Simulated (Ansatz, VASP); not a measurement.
**Sn: VASP beside Ansatz**

```
CELL_PARAMETERS angstrom
0.00000 3.24560 3.27806
3.24560 0.00000 3.27806
3.24560 3.24560 0.00000
ATOMIC_POSITIONS crystal
Sn 0.50000 0.50000 0.50000
Sn 0.75000 0.75000 0.75000
```

Change from the starting cell: zz strain of +1 %.

Alike in both runs: task single point; functional LDA; k mesh 9 × 9 × 9; occupations fermi-dirac, width 0.03 eV; no spin polarisation.

|  | VASP | Ansatz |
| --- | --- | --- |
| version | VASP 6.6.1 | Ansatz 0.2.0 |
| potentials or method | VASP PAW LDA potentials, release 64 (Sn_d), cutoff 520 eV | all-electron LAPW, scalar-relativistic |

|  | VASP | Ansatz | Ansatz less VASP |
| --- | --- | --- | --- |
| pressure (GPa) | -0.8 | -0.8 | +0.02 |
| traceless stress, the component that is largest in VASP (GPa) | -0.20 | -0.19 | +0.008 |

LDA's correlation is that of Perdew and Zunger in VASP and of Perdew and Wang (1992) in Ansatz. Ansatz ran all-electron here, and VASP with PAW potentials.
